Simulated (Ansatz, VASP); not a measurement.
# One calculation of CuO, two programs

```xyz
2
Lattice="0.0000 2.3297 2.2618 2.3297 0.0000 2.2618 2.3297 2.3297 0.0000" Properties=species:S:1:pos:R:3 pbc="T T T"
Cu    0.0000    0.0000    0.0000
O     1.1648    1.1648    1.1309
```

Change from the starting cell: x and y stretched by +3 %, z held, PAW files.

Alike in both runs: task electric field gradients; functional PBE; k mesh 16 × 16 × 16; occupations fermi-dirac, width 0.05 eV; no spin polarisation.

```csv
,VASP,Ansatz
version,VASP 6.6.1,Ansatz 0.2.0
potentials or method,"VASP PAW PBE potentials, release 64 (Cu, O)","PAW with Ansatz's default frozen-core files, scalar-relativistic"
plane-wave cutoff (eV),520,420
valence electrons in the cell,17,25
```

Ansatz gave:

```
pressure (GPa)                                                : -7.1
traceless stress, the component that is largest in VASP (GPa) : 0.52
size of Vzz on the site where it differs most (V/Å²)          : 2.7
```

Problem. What did VASP give for the same quantities?

Solution. Pressure (GPa): -6.6; traceless stress, the component that is largest in VASP (GPa): 0.49; size of Vzz on the site where it differs most (V/Å²): 3.3.

VASP's potentials hold 17 valence electrons a cell and Ansatz's 25, so a difference there can come from the potentials and not from the codes.
